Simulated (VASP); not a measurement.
A run of VASP 6.6.1 is set up as follows.

The input INCAR:

```
PREC = Accurate
ENCUT = 520
EDIFF = 1E-7
ISMEAR = 0
SIGMA = 0.01
LREAL = Auto
LASPH = True
NELM = 150
ALGO = Normal
ISIF = 2
LWAVE = False
LCHARG = False
ISPIN = 2
MAGMOM = 0 0 0 0 0 0 0 0.5 0 0 0 0.5 0.5 0 0.5
LORBIT = 11
GGA = PE
NBANDS = 83
NELECT = 134.0
```

Contents of KPOINTS:

```
Automatic mesh
0
Gamma
  4 3 3
  0.5 0 0
```

Contents of POSCAR:

```
Zn7S8
1.0
    0.0000000000      0.0000000000     -6.3046430652
   -3.8440669361     -6.6581192410      0.0000000000
   -3.8440669360      6.6581192410      0.0000000000
Zn S
7 8
Direct
    1.0133262361      0.3178361717      0.6589180859
    1.0133262361      0.8410819141      0.1821638283
    1.0133262361      0.8410819141      0.6589180859
    0.4865014845      0.1723874189      0.8447748378
    0.4865014845      0.1723874189      0.3276125811
    0.5038381742      0.6666666667      0.8333333333
    0.4865014845      0.6552251622      0.3276125811
    0.6285567348      0.3333333333      0.1666666667
    0.6277362220      0.3312455103      0.6656227552
    0.6277362220      0.8343772448      0.1687544897
    0.6277362220      0.8343772448      0.6656227552
    0.1195648064      0.1715223320      0.8430446640
    0.1195648064      0.1715223320      0.3284776680
    0.1264855181      0.6666666667      0.8333333333
    0.1195648064      0.6569553360      0.3284776680
```

Potentials or basis: VASP PAW PBE potentials, release 64 (Zn, S).

The run is started by

```console
$ cat potpaw_PBE.64/Zn/POTCAR potpaw_PBE.64/S/POTCAR > POTCAR
$ mpirun -np 1 vasp_std > vasp.out
```

Task: Predict the largest force.

Result: 0.025 eV/Å.

Task: What does it give for the net moment?

Result: 0.00 μB per cell.

Forces in eV/Å, atoms in the order of the input:
```
Zn   0.003  0.001 -0.009
Zn  -0.003  0.001 -0.009
Zn   0.000 -0.003 -0.009
Zn   0.003 -0.002 -0.006
Zn   0.000  0.004 -0.006
Zn   0.000  0.000  0.003
Zn  -0.003 -0.002 -0.006
S    0.000  0.000 -0.016
S    0.004  0.002  0.003
S   -0.004  0.002  0.003
S    0.000 -0.005  0.003
S   -0.018  0.010  0.014
S    0.000 -0.021  0.014
S    0.000  0.000  0.007
S    0.018  0.010  0.014
```

Caveat: the cell carries a net charge on a neutralising background, which shifts energy and pressure; the cell differs from its parent crystal (atoms taken out, then relaxed in part).
